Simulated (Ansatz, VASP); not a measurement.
# Two plane-wave programs on Ta3N

```xyz
4
Lattice="3.0218 0.0000 0.0000 -1.5109 2.6169 0.0000 0.0000 0.0000 7.5576" Properties=species:S:1:pos:R:3 pbc="T T T"
Ta    0.0000    0.0000    3.7788
Ta    0.0000    1.7446    1.3120
Ta    1.5109    0.8723    6.2456
N     0.0000    0.0000    0.0000
```

Alike in both runs: functional PBE; k mesh 18 × 18 × 6; occupations gaussian, width 0.1 eV; no spin polarisation.

Ansatz relaxed the structure, and its values are those at the end. VASP's run is a single point on that final structure, the one shown.

```csv
,VASP,Ansatz
version,VASP 6.6.1,Ansatz 0.2.0
potentials or method,"VASP PAW PBE potentials, release 64 (Ta_pv, N), cutoff 600 eV","scalar-relativistic, plane waves, PAW"
valence electrons in the cell,38,44
```

```csv
,VASP,Ansatz,Ansatz less VASP
gap on the k mesh at the Fermi level (eV),none,none,-
pressure (GPa),0.3,0.0,-0.29
rms of the force components (eV/Å),0.020,0.000,-0.0197
```

A gap of «none» marks a metal or a gap that the smearing closes. VASP's potentials hold 38 valence electrons a cell and Ansatz's 44, so a difference there can come from the potentials and not from the codes.

Spin-orbit coupling is off throughout.
